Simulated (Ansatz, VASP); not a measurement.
**One calculation of Zr, two programs**

```xyz
2
Lattice="3.2392 0.0000 0.0000 -1.6196 2.8053 0.0000 0.0000 0.0000 5.1722" Properties=species:S:1:pos:R:3 pbc="T T T"
Zr    0.0000    1.8702    1.2931
Zr    1.6196    0.9351    3.8792
```

Alike in both runs: task single point; functional PBE; k mesh 6 × 6 × 4; occupations gaussian, width 0.1 eV; no spin polarisation; Hubbard terms Zr d U = 6.1 eV.

|  | VASP | Ansatz |
| --- | --- | --- |
| version | VASP 6.6.1 | Ansatz 0.2.0 |
| potentials or method | VASP PAW PBE potentials, release 64 (Zr_sv), cutoff 500 eV | scalar-relativistic, plane waves, PAW |
| valence electrons in the cell | 24 | 24 |

VASP gave:

* gap on the k mesh at the Fermi level (eV): none
* pressure (GPa): 16.2
* traceless stress, the component that is largest in VASP (GPa): -0.11

**Question.** Estimate Ansatz's values.

**Answer.** gap on the k mesh at the Fermi level (eV): none; pressure (GPa): 13.6; traceless stress, the component that is largest in VASP (GPa): 1.67.

The programs project onto different local orbitals, so the same U acts differently, and such runs can settle in different states. A gap of «none» marks a metal or a gap that the smearing closes. Ansatz's warnings: filled band counts differ across k points.

The k mesh is coarse, so the values compare programs but aren't converged.
